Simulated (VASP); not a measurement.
MoH3: relaxation of cell and atoms with PBE

The system is MoH3.

```
H Mo
1.0
     2.82402    0.00000    0.00000
    -1.41201    2.44568    0.00000
     0.00000    0.00000    6.08178
H Mo
3 1
Direct
  0.33333 0.66667 0.17183
  0.33333 0.66667 0.82817
  0.00000 0.00000 0.00000
  0.00000 0.00000 0.50000
```

The cell was built from a structure type or drawn by symmetry, and may not be a known phase.

```json
{
 "Program": "VASP 6.6.1",
 "Task": "relaxation of cell and atoms",
 "Functional": "PBE",
 "Potentials or basis": "VASP PAW PBE potentials, release 64 (H, Mo_sv)",
 "Cutoff": "600 eV",
 "k mesh": "6 × 6 × 3",
 "Occupations": "gaussian, width 0.15 eV",
 "Spin": "no spin polarisation",
 "Dipole correction": "no",
 "Further INCAR settings": "ALGO = Normal; EDIFF = 1e-06; IBRION = 2; EDIFFG = -0.08; NSW = 36; ISIF = 3"
}
```

* Relaxed volume: 6.91 Å³/atom
* Relaxed cell: a = 2.878 Å, b = 2.878 Å, c = 3.853 Å, α = 90.00°, β = 90.00°, γ = 120.00°
* Space group after relaxing (to 0.1 Å): P-6m2 (No. 187)
* Energy gained by relaxing: 1092.8 meV/atom
* Ionic steps: 13
* Pressure after relaxing: 0.3 GPa
* Largest force after relaxing: 0.051 eV/Å
* Band gap on the k mesh: zero (an odd number of electrons rules out a gap without spin polarisation)

Forces in eV/Å, atoms in the order of the input:
```
H    0.000  0.000  0.051
H    0.000  0.000 -0.051
H    0.000  0.000  0.000
Mo   0.000  0.000  0.000
```

Stress tensor (GPa, compression positive):
```
 0.95  0.00  0.00
 0.00  0.95  0.00
 0.00  0.00 -1.07
```

Step by step:
| step | energy change (eV) | largest force (eV/Å) | pressure (GPa) | volume (Å³) |
| --- | --- | --- | --- | --- |
| 1 | 0.0000 | 1.3070 | -24.24 | 42.00 |
| 2 | -1.7731 | 1.4315 | -13.42 | 32.99 |
| 3 | -2.4730 | 1.1249 | 8.03 | 27.85 |
| 4 | -2.5529 | 0.7803 | 26.25 | 25.53 |
| 5 | -3.3774 | 0.4263 | 37.78 | 23.76 |
| 6 | -3.5514 | 0.0776 | 51.96 | 22.43 |
| 7 | -4.2465 | 0.6992 | 7.65 | 25.88 |
| 8 | -4.2612 | 0.7882 | 1.05 | 26.72 |
| 9 | -4.2618 | 0.7747 | 2.02 | 26.58 |
| 10 | -4.3090 | 0.6069 | 0.92 | 26.90 |
| 11 | -4.3648 | 0.2201 | -0.96 | 27.67 |
| 12 | -4.3669 | 0.1409 | -1.27 | 27.83 |
| 13 | -4.3710 | 0.0505 | 0.28 | 27.63 |

Final structure:
```
CELL_PARAMETERS angstrom
2.87779 0.00000 0.00000
-1.43890 2.49224 0.00000
0.00000 0.00000 3.85303
ATOMIC_POSITIONS crystal
H 0.33333 0.66667 0.25223
H 0.33333 0.66667 0.74777
H 0.00000 0.00000 0.00000
Mo 0.00000 0.00000 0.50000
```

Levels at points of the mesh, in eV from the Fermi level:
```tsv
k point	band 5	band 6	band 7	band 8	band 9	band 10	band 11	band 12
(0.00, 0.00, 0.00)	-10.26	-5.30	-1.52	-0.84	-0.84	1.66	1.66	6.84
(0.50, 0.00, 0.00)	-7.27	-4.86	-4.64	-1.75	0.80	3.48	5.25	5.65
```

It took 120 s on 1 thread of Intel Xeon 8259CL, on a shared host, peak memory 0.18 GiB.

Caveat: the k points lie up to 0.54 Å⁻¹ apart in the final cell, too coarse for converged energies and pressures of a metal; the volume moved by over 15 % at a fixed basis, so the end points are rough; the relaxation stopped at a loose force limit of 0.08 eV/Å, so its end isn't a converged minimum.
